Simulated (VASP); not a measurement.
# SnSe2 (P1) in VASP: a series of runs

The runs below take SnSe2 through single point, with r2SCAN.

All numbers are computed with VASP 6.6.1; they aren't measurements. Logs are shortened: lines on timing, memory, paths and dates and some standing lists are left out, and cuts for length are marked.

**1. The cell of the first run**

The typed cell holds 3 atoms: a = 6.709 Å, b = 6.709 Å, c = 6.709 Å, α = 33.12°, β = 33.12°, γ = 33.12°.

**2. Single point, r2SCAN**

The input, POSCAR:

```
SnSe2
1.0
    1.9122916108      1.1040620762      6.3350940812
   -1.9122916108      1.1040620762      6.3350940812
    0.0000000000     -2.2081241525      6.3350940812
Sn Se
1 2
Direct
    0.0012524126      0.0037933431     -0.0089089975
    0.2442511146      0.2513839179      0.2542709577
    0.7538663690      0.7429135415      0.7591212359
```

The input, INCAR.step1:

```
SYSTEM = SnSe2
  ALGO = Normal
  EDIFF = 1E-4
  ENCUT = 520
  GGA = PE
  ISMEAR = -1
  LASPH = .True.
  LCHARG = .False.
  LREAL = .False.
  LWAVE = .True.
  NBANDS = 20
  NELM = 60
  PREC = Accurate
  SIGMA = 0.039
```

The input, INCAR.step2:

```
SYSTEM = SnSe2
  ALGO = Normal
  EDIFF = 1E-7
  ENCUT = 520
  ISIF = 2
  ISMEAR = -1
  ISTART = 1
  LASPH = .True.
  LCHARG = .False.
  LMIXTAU = .True.
  LREAL = .False.
  LWAVE = .False.
  METAGGA = R2SCAN
  NBANDS = 20
  NELM = 60
  PREC = Accurate
  SIGMA = 0.039
```

The input, KPOINTS:

```
k-points
0
Gamma
  4 4 4
  0 0 0
```

Potentials or basis: VASP PAW PBE potentials, release 64 (Sn_d, Se).

Launch:

```sh
cat potpaw_PBE.64/Sn_d/POTCAR potpaw_PBE.64/Se/POTCAR > POTCAR
cp INCAR.step1 INCAR
mpirun -np 1 vasp_std > vasp.out
cp INCAR.step2 INCAR
mpirun -np 1 vasp_std > vasp.out
```

OUTCAR:

```text
SYSTEM = SnSe2
   EDIFF = 1E-7
   ENCUT = 520
   ISIF = 2
   ISMEAR = -1
   ISTART = 1
   LASPH = .True.
   LREAL = .False.
   METAGGA = R2SCAN
   NELM = 60
   PREC = Accurate

 ion  position               nearest neighbor table
   1  0.001  0.004  0.991-   2 2.67   2 2.71   3 2.72   2 2.73   3 2.75   3 2.79
   2  0.244  0.251  0.254-   1 2.67   1 2.71   1 2.73
   3  0.754  0.743  0.759-   1 2.72   1 2.75   1 2.79

  LATTYP: Found a trigonal (rhomboedric) cell.
 ALAT       =     6.7088918079
 COS(alpha) =     0.8375062510

  Lattice vectors:

 A1 = (   1.9122916108,   1.1040620762,   6.3350940812)
 A2 = (  -1.9122916108,   1.1040620762,   6.3350940812)
 A3 = (   0.0000000000,  -2.2081241525,   6.3350940812)

Analysis of symmetry for initial positions (statically):
=====================================================================
 Subroutine PRICEL returns:
 Original cell was already a primitive cell.

 Routine SETGRP: Setting up the symmetry group for a
 trigonal (rhombohedral) supercell.

 Subroutine GETGRP returns: Found  1 space group operations
 (whereof  1 operations were pure point group operations)
 out of a pool of 12 trial point group operations.

The static configuration has the point symmetry C_1 .

Analysis of symmetry for dynamics (positions and initial velocities):
=====================================================================
 Subroutine PRICEL returns:
 Original cell was already a primitive cell.

 Routine SETGRP: Setting up the symmetry group for a
 trigonal (rhombohedral) supercell.

 Subroutine GETGRP returns: Found  1 space group operations
 (whereof  1 operations were pure point group operations)
 out of a pool of 12 trial point group operations.

The dynamic configuration has the point symmetry C_1 .

 Subroutine INISYM returns: Found  1 space group operations
 (whereof  1 operations are pure point group operations),
 and found     1 'primitive' translations

----------------------------------------------------------------------------------------

                                     Primitive cell

  volume of cell :      80.2513

  direct lattice vectors                    reciprocal lattice vectors
     1.912291611  1.104062076  6.335094081     0.261466398  0.150957695  0.052616951
    -1.912291611  1.104062076  6.335094081    -0.261466398  0.150957695  0.052616951
     0.000000000 -2.208124152  6.335094081     0.000000000 -0.301915391  0.052616951

  length of vectors
     6.708891808  6.708891808  6.708891808     0.306466061  0.306466061  0.306466061

[... 82 lines left out ...]
   EDIFF  = 0.1E-06   stopping-criterion for ELM
   LREAL  =      F    real-space projection
   EDIFFG = 0.1E-05   stopping-criterion for IOM
   NSW    =      0    number of steps for IOM
   IBRION =     -1    ionic relax: 0-MD 1-quasi-New 2-CG
   NFREE  =      0    steps in history (QN), initial steepest desc. (CG)
   ISIF   =      2    stress and relaxation
   ISYM   =      2    0-nonsym 1-usesym 2-fastsym
   POTIM  = 0.5000    time-step for ionic-motion
   TEBEG  =    0.0;   TEEND  =   0.0 temperature during run
   PSTRESS=    0.0 pullay stress
   NELECT =      26.0000    total number of electrons
   NUPDOWN=      -1.0000    fix difference up-down
   EMIN   =  10.00;   EMAX   =-10.00  energy-range for DOS
   EFERMI =   0.00;   METHOD = LEGACY
   ISMEAR =    -1;   SIGMA  =   0.04  broadening in eV -4-tet -1-fermi 0-gaus
   EFERMI_NEDOS =   21; number of points for ismear=-14 and -15
   IALGO  =     38    algorithm
   IMIX   =      4    mixing-type and parameters
     AMIX     =   0.40;   BMIX     =  1.00
     AMIX_MAG =   1.60;   BMIX_MAG =  1.00
  volume/ion in A,a.u.               =      26.75       180.52
  Fermi-wavevector in a.u.,A,eV,Ry     =   1.124386  2.124781 17.201072  1.264243
  Thomas-Fermi vector in A             =   2.261057
   LORBIT       =      0    0 simple, 1 ext, 2 COOP (PROOUT), +10 PAW based schemes
   METAGGA = R2SCAN    functional components
   LHFCALC =     F    Hartree Fock is set to
   AEXX    =    0.0000 exact exchange contribution
   IVDW    =     0    specifies the selected vdW correction
   LEPSILON=     F    determine dielectric tensor
   LRPA    =     F    only Hartree local field effects (RPA)
 non-spin polarized calculation
  energy-cutoff  :      520.00
  volume of cell :       80.25
 maximum number of plane-waves:      2184
 NGX is ok and might be reduce to    50
   NGX = 25   NGY = 25   NGZ = 25

 number of electron      25.9999998 magnetization

 Free energy of the ion-electron system (eV)
  ---------------------------------------------------
  ext. energy  EPLUGINS =         0.00000000
  ---------------------------------------------------
  free energy    TOTEN  =       -54.48982010 eV

  energy without entropy =      -54.48968366  energy(sigma->0) =      -54.48975188

 E-fermi :   3.7464     XC(G=0):  -9.8229

 val. band max:        3.4968402546   @ k =   0.5000   0.5000   0.5000
 cond. band min:       3.9689500393   @ k =   0.0000   0.5000   0.5000
 fundamental gap:      0.4721097847
 Fermi energy:         3.7464385976

 k-point     1 :       0.0000    0.0000    0.0000
  band No.  band energies     occupation
      1     -18.4195      2.00000
      2     -18.4173      2.00000
      3     -18.3679      2.00000
      4     -18.3595      2.00000
      5     -18.3588      2.00000
      6     -10.6946      2.00000
[... 541 lines left out ...]
     19      12.1737      0.00000
     20      12.8926      0.00000

 [... further k-points ...]

------------------------ aborting loop because EDIFF is reached ----------------------------------------

  FORCE on cell =-STRESS in cart. coord.  units (eV):
  Direction    XX          YY          ZZ          XY          YZ          ZX
  --------------------------------------------------------------------------------------
  -------------------------------------------------------------------------------------
  Total        0.5036378      0.6070483     -0.5402070     -0.0068934     -0.0387667     -0.1427778
  in kB       10.0548810     12.1194222    -10.7849672     -0.1376243     -0.7739574     -2.8504896
  external PRESSURE =       3.7964453 kB  Pullay stress =       0.0000000 kB

 VOLUME and BASIS-vectors are now :
 -----------------------------------------------------------------------------
  energy-cutoff  :      520.00
  volume of cell :       80.25
      direct lattice vectors                 reciprocal lattice vectors
     1.912291611  1.104062076  6.335094081     0.261466398  0.150957695  0.052616951
    -1.912291611  1.104062076  6.335094081    -0.261466398  0.150957695  0.052616951
     0.000000000 -2.208124152  6.335094081     0.000000000 -0.301915391  0.052616951

 POSITION                                       TOTAL-FORCE (eV/Angst)
 -----------------------------------------------------------------------------------
     -0.00486     -2.18288      6.31062         0.039603     -0.214379      0.658166
     -0.01364     -0.01425      4.75072         0.024068      0.121560      0.010396
      0.02095     -0.02370     14.29135        -0.063671      0.092818     -0.668562
 -----------------------------------------------------------------------------------
    total drift:                                0.000017      0.000001      0.001647

  FREE ENERGIE OF THE ION-ELECTRON SYSTEM (eV)
  ---------------------------------------------------
  free  energy   TOTEN  =       -54.4898200990 eV

  energy  without entropy=      -54.4896836618  energy(sigma->0) =      -54.48975188
```

OSZICAR.step1:

```text
N       E                     dE             d eps       ncg     rms          rms(c)
DAV:   1     0.205582432277E+03    0.20558E+03   -0.12129E+04  1448   0.146E+03
DAV:   2     0.114058284120E+02   -0.19418E+03   -0.18728E+03  1540   0.377E+02
DAV:   3    -0.111693861718E+02   -0.22575E+02   -0.22084E+02  1732   0.113E+02
DAV:   4    -0.119562562820E+02   -0.78687E+00   -0.78536E+00  1688   0.220E+01
DAV:   5    -0.119756295825E+02   -0.19373E-01   -0.19372E-01  2004   0.361E+00    0.488E+00
DAV:   6    -0.117063960875E+02    0.26923E+00   -0.57414E-01  2160   0.760E+00    0.313E+00
DAV:   7    -0.116880595743E+02    0.18337E-01   -0.15715E-01  1696   0.242E+00    0.106E+00
DAV:   8    -0.116881915961E+02   -0.13202E-03   -0.13419E-02  1856   0.102E+00    0.284E-01
DAV:   9    -0.116887442187E+02   -0.55262E-03   -0.17609E-03  1656   0.316E-01    0.830E-02
DAV:  10    -0.116887611299E+02   -0.16911E-04   -0.16877E-04  1408   0.860E-02
   1 F= -.11688761E+02 E0= -.11687617E+02  d E =-.228901E-02
```

It took 23 min on 1 thread of AMD EPYC 7R13, shared host; peak memory 0.36 GiB.

Results:

```
Free energy            : -54.4898 eV
Pressure               : 0.4 GPa
Largest force          : 0.693 eV/Å
Band gap on the k mesh : 0.47 eV, indirect (least direct gap 0.70 eV)
```

Forces on the atoms (eV/Å):
```
Sn   0.040 -0.214  0.658
Se   0.024  0.122  0.010
Se  -0.064  0.093 -0.669
```

Levels at points of the mesh, in eV from the valence-band top:
```csv
k point,band 9,band 10,band 11,band 12,band 13,band 14,band 15,band 16,band 17,band 18
"(0.00, 0.00, 0.00)",-0.65,-0.54,-0.27,-0.20,-0.08,1.37,3.61,4.83,4.95,8.68
"(0.50, 0.00, 0.00)",-4.45,-2.65,-2.30,-1.52,-0.62,1.37,4.35,6.44,6.49,6.97
"(0.00, 0.50, 0.00)",-4.44,-2.73,-2.28,-1.46,-0.60,1.40,4.35,6.44,6.65,6.88
"(0.00, 0.00, 0.50)",-4.43,-2.67,-2.28,-1.50,-0.62,1.39,4.35,6.44,6.56,6.91
"(0.50, 0.50, 0.00)",-4.75,-2.45,-2.24,-0.27,-0.23,0.48,4.14,5.53,5.72,5.96
"(0.50, 0.00, 0.50)",-4.77,-2.44,-2.27,-0.25,-0.23,0.50,4.17,5.47,5.76,6.02
"(0.00, 0.50, 0.50)",-4.76,-2.46,-2.24,-0.26,-0.23,0.47,4.11,5.47,5.77,5.97
"(0.50, 0.50, 0.50)",-2.13,-0.75,-0.65,-0.07,0.00,2.80,3.64,4.92,5.03,8.37
```

Caveat: the k points lie up to 0.48 Å⁻¹ apart; the PAW data sets were made with another functional, which shifts forces and pressure a little; spin-orbit coupling is left out, which moves the levels of the heavy elements. A k mesh can miss the band edges.

**3. Single point, r2SCAN**

The input, POSCAR:

```
SnSe2
1.0
    1.9122916108      1.1040620762      6.3350940812
   -1.9122916108      1.1040620762      6.3350940812
    0.0000000000     -2.2081241525      6.3350940812
Sn Se
1 2
Direct
    0.0027151442      0.0074288604     -0.0160708306
    0.2386518360      0.2525885180      0.2570271443
    0.7572665105      0.7362440891      0.7671309657
```

The input, INCAR.step1:

```
SYSTEM = SnSe2
PREC = Accurate ; ENCUT = 520
ISMEAR = -1 ; SIGMA = 0.039
LREAL = .FALSE. ; LASPH = .TRUE.
NELM = 80 ; NBANDS = 20
GGA = PE ; ALGO = Normal
EDIFF = 1E-4 ; LWAVE = .TRUE.
LCHARG = .FALSE.
```

The input, INCAR.step2:

```
SYSTEM = SnSe2
PREC = Accurate ; ENCUT = 520
EDIFF = 1E-6 ; ISMEAR = -1
SIGMA = 0.039 ; LREAL = .FALSE.
LASPH = .TRUE. ; NELM = 80
ALGO = Normal ; ISIF = 2
LWAVE = .FALSE. ; LCHARG = .FALSE.
METAGGA = R2SCAN ; LMIXTAU = .TRUE.
NBANDS = 20 ; ISTART = 1
```

The input, KPOINTS:

```
Automatic mesh
0
G
  4 4 4
  0 0 0
```

Potentials or basis: VASP PAW PBE potentials, release 64 (Sn_d, Se).

Launch:

```sh
cat potpaw_PBE.64/Sn_d/POTCAR potpaw_PBE.64/Se/POTCAR > POTCAR
cp INCAR.step1 INCAR
mpirun -np 1 vasp_std > vasp.out
cp INCAR.step2 INCAR
mpirun -np 1 vasp_std > vasp.out
```

Run time: 17 min. Hardware: 1 thread of AMD EPYC 7R13, shared host; peak memory 0.36 GiB.

The run converged. Its results:

```
Free energy            : -54.4411 eV
Pressure               : -0.1 GPa
Largest force          : 1.036 eV/Å
Band gap on the k mesh : 0.25 eV, indirect (least direct gap 0.62 eV)
```

Forces on the atoms (eV/Å):
```
Sn   0.071 -0.369  0.966
Se   0.039  0.238  0.012
Se  -0.110  0.131 -0.977
```

Stress tensor (GPa, compression positive):
```
 0.61 -0.02 -0.49
-0.02  1.18 -0.32
-0.49 -0.32 -2.06
```

Levels at points of the mesh, in eV from the valence-band top:
| k point | band 11 | band 12 | band 13 | band 14 | band 15 | band 16 |
| --- | --- | --- | --- | --- | --- | --- |
| (0.00, 0.00, 0.00) | -0.45 | -0.28 | -0.05 | 1.17 | 3.52 | 4.64 |
| (0.50, 0.00, 0.00) | -2.42 | -1.73 | -0.74 | 1.19 | 4.17 | 6.13 |
| (0.00, 0.50, 0.00) | -2.37 | -1.62 | -0.71 | 1.24 | 4.16 | 6.19 |
| (0.00, 0.00, 0.50) | -2.37 | -1.71 | -0.76 | 1.24 | 4.17 | 6.17 |
| (0.50, 0.50, 0.00) | -2.38 | -0.39 | -0.38 | 0.28 | 3.90 | 5.36 |
| (0.50, 0.00, 0.50) | -2.42 | -0.41 | -0.33 | 0.31 | 3.95 | 5.20 |
| (0.00, 0.50, 0.50) | -2.38 | -0.39 | -0.37 | 0.25 | 3.85 | 5.19 |
| (0.50, 0.50, 0.50) | -0.78 | -0.16 | 0.00 | 2.63 | 3.55 | 4.74 |

Caveat: the k points lie up to 0.48 Å⁻¹ apart; the PAW data sets were made with another functional, which shifts forces and pressure a little; spin-orbit coupling is left out, which moves the levels of the heavy elements. A k mesh can miss the band edges.
